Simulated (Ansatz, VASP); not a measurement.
# Two plane-wave programs on AlSi2Cl

INCAR

```
SYSTEM = AlSi2Cl
PREC = Accurate ; ENCUT = 600
EDIFF = 1E-7 ; ISMEAR = 0
SIGMA = 0.1 ; LREAL = .FALSE.
LASPH = .TRUE. ; NELM = 80
ALGO = Normal ; ISIF = 3
LWAVE = .FALSE. ; LCHARG = .FALSE.
GGA = PE ; IBRION = 2
NSW = 90 ; EDIFFG = -0.04
```

File KPOINTS:

```
Automatic mesh
0
G
  6 6 4
  0 0 0
```

File POSCAR:

```
AlSi2Cl
1.0
    3.8029854600      0.0000000000      0.0000000000
   -1.9014927300      3.2934820200      0.0000000000
    0.0000000000      0.0000000000      3.9426534200
Al Si Cl
1 2 1
Direct
    0.0000000000      0.0000000000      0.5000000000
    0.3333333300      0.6666666700      0.5000000000
    0.6666666700      0.3333333300      0.5000000000
    0.0000000000      0.0000000000      0.0000000000
```

Input for Ansatz:

```yaml
crystal:
  lattice:
    - [3.80298546, 0.0, 0.0]
    - [-1.90149273, 3.29348202, 0.0]
    - [0.0, 0.0, 3.94265342]
  atoms:
    - { symbol: Al, position: [0.0, 0.0, 0.5] }
    - { symbol: Si, position: [0.33333333, 0.66666667, 0.5] }
    - { symbol: Si, position: [0.66666667, 0.33333333, 0.5] }
    - { symbol: Cl, position: [0.0, 0.0, 0.0] }
basis:
  ecutwfc: 420
kpoints:
  mp_grid: { grid: [6, 6, 4] }
hamiltonian:
  xc: pbe
scf:
  occupations: { method: gaussian, width: 0.1 }
  lower_state_search: "off"
output:
  forces: true
  stress: true
  eigenvalues: true
relax:
  adjacent_minimum: "off"
  f_tol: 0.04
  max_steps: 70
  cell: { stress_tol: 0.4 }
```

Alike in both runs: task relaxation of cell and atoms; functional PBE; k mesh 6 × 6 × 4; occupations gaussian, width 0.1 eV; no spin polarisation.

```csv
,VASP,Ansatz
version,VASP 6.6.1,Ansatz 0.2.0
potentials or method,"VASP PAW PBE potentials, release 64 (Al, Si, Cl), cutoff 600 eV","scalar-relativistic, plane waves, PAW"
valence electrons in the cell,18,18
```

Ansatz gave:

* gap on the k mesh at the Fermi level, each at its own relaxed structure (eV): none
* relaxed volume (Å³/atom): 22.31
* relaxed cell length with the largest relative difference (Å): 5.115

Problem. Estimate VASP's values.

Solution. gap on the k mesh at the Fermi level, each at its own relaxed structure (eV): none; relaxed volume (Å³/atom): 22.44; relaxed cell length with the largest relative difference (Å): 5.132.

A gap of «none» marks a metal or a gap that the smearing closes.

The k mesh is coarse, so the values compare programs but aren't converged. Noted on VASP's run: the volume moved by over 15 % at a fixed basis, so the end points are rough.
